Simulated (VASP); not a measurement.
## Co: single point with BLYP+D3(BJ)

The system is Co.

```
Co
1.0
     2.42013    0.00000    0.00000
    -1.21006    2.09589    0.00000
     0.00000    0.00000    7.92312
Co
4
Direct
  0.66667 0.33333 0.75000
  0.00000 0.00000 0.50000
  0.33333 0.66667 0.25000
  0.00000 0.00000 0.00000
```

```yaml
Program: VASP 6.6.1
Task: single point
Functional: BLYP
Dispersion: D3(BJ)
Potentials_or_basis: VASP PAW PBE potentials, release 64 (Co_sv)
Cutoff: 690 eV
k_mesh: 12 × 12 × 4
Occupations: fermi-dirac, width 0.05 eV
Spin: collinear spin, ferromagnetic start
Starting_moments: "[2.0, 2.0, 2.0, 2.0] μB"
Dipole_correction: no
Further_INCAR_settings: ALGO = Normal; EDIFF = 1e-06; NBANDS = 46
```

| Property | Result |
| --- | --- |
| Pressure | 12.6 GPa |
| Net moment | 6.10 μB per cell |
| Site moments | Co +1.58, +1.56 (each value once) μB |
| Valence electrons inside the program's atomic spheres | Co 15.17, 15.18 (each value once) |
| Dispersion energy per atom | -1.033 eV |

Stress tensor (GPa, compression positive):
```
13.74  0.00  0.00
 0.00 13.74  0.00
 0.00  0.00 10.35
```

Levels at points of the mesh, in eV from the Fermi level:
Spin up:
| k point | band 33 | band 34 | band 35 | band 36 | band 37 | band 38 | band 39 | band 40 | band 41 | band 42 |
| --- | --- | --- | --- | --- | --- | --- | --- | --- | --- | --- |
| (0.00, 0.00, 0.00) | -1.77 | -1.40 | -1.40 | -1.06 | -1.06 | -0.62 | -0.62 | -0.13 | 6.91 | 15.66 |
| (0.50, 0.00, 0.00) | -0.44 | -0.35 | -0.34 | -0.32 | 0.47 | 1.63 | 2.90 | 3.53 | 7.72 | 7.75 |
| (0.00, 0.00, 0.50) | -1.57 | -1.57 | -1.57 | -1.57 | -0.81 | -0.81 | -0.81 | -0.81 | 9.98 | 9.98 |
| (0.50, 0.00, 0.50) | -0.49 | -0.49 | -0.36 | -0.36 | 1.57 | 1.57 | 3.20 | 3.20 | 8.05 | 8.05 |
Spin down:
```tsv
k point	band 28	band 29	band 30	band 31	band 32	band 33
(0.00, 0.00, 0.00)	-1.02	-1.02	-0.97	-0.97	-0.11	-0.02
(0.50, 0.00, 0.00)	-0.18	-0.14	0.73	1.24	1.26	1.27
(0.00, 0.00, 0.50)	-1.24	-1.12	-1.12	-1.12	-1.12	0.18
(0.50, 0.00, 0.50)	-0.87	-0.26	-0.26	0.83	0.83	1.26
```

Run time: 3.5 min on 1 thread of Intel(R) Xeon(R) 6975P-C (Granite Rapids), on a shared host, peak memory 0.36 GiB.

Caveat: the cell stands under pressure; the dispersion term is far too large for a dense solid, which distorts pressure and volume; the PAW data sets were made with another functional, which shifts forces and pressure a little.
